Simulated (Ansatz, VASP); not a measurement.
One calculation of TiO, two programs

```
Ti O
1.0
     4.98909    0.00000    0.00000
    -2.49454    4.32068    0.00000
     0.00000    0.00000    2.87331
Ti O
3 3
Direct
  0.66667 0.33333 0.50000
  0.33333 0.66667 0.50000
  0.00000 0.00000 0.00000
  0.60556 0.60556 0.00000
  0.39444 0.00000 0.00000
  0.00000 0.39444 0.00000
```

Alike in both runs: task relaxation of cell and atoms; functional PBEsol; k mesh 1 × 1 × 1; occupations gaussian, width 0.1 eV; no spin polarisation.

```csv
,VASP,Ansatz
version,VASP 6.6.1,Ansatz 0.2.0
potentials or method,"VASP PAW PBE potentials, release 64 (Ti_sv, O), cutoff 600 eV","scalar-relativistic, plane waves, PAW"
valence electrons in the cell,54,54
```

|  | VASP | Ansatz | Ansatz less VASP |
| --- | --- | --- | --- |
| gap on the k mesh at the Fermi level, each at its own relaxed structure (eV) | 0.17 | 0.18 | +0.012 |
| relaxed volume (Å³/atom) | 10.80 | 10.78 | -0.021 |
| relaxed cell length with the largest relative difference (Å) | 3.211 | 3.204 | -0.0068 |

VASP's potentials were made for PBE, not for PBEsol.

The k mesh is coarse, so the values compare programs but aren't converged.
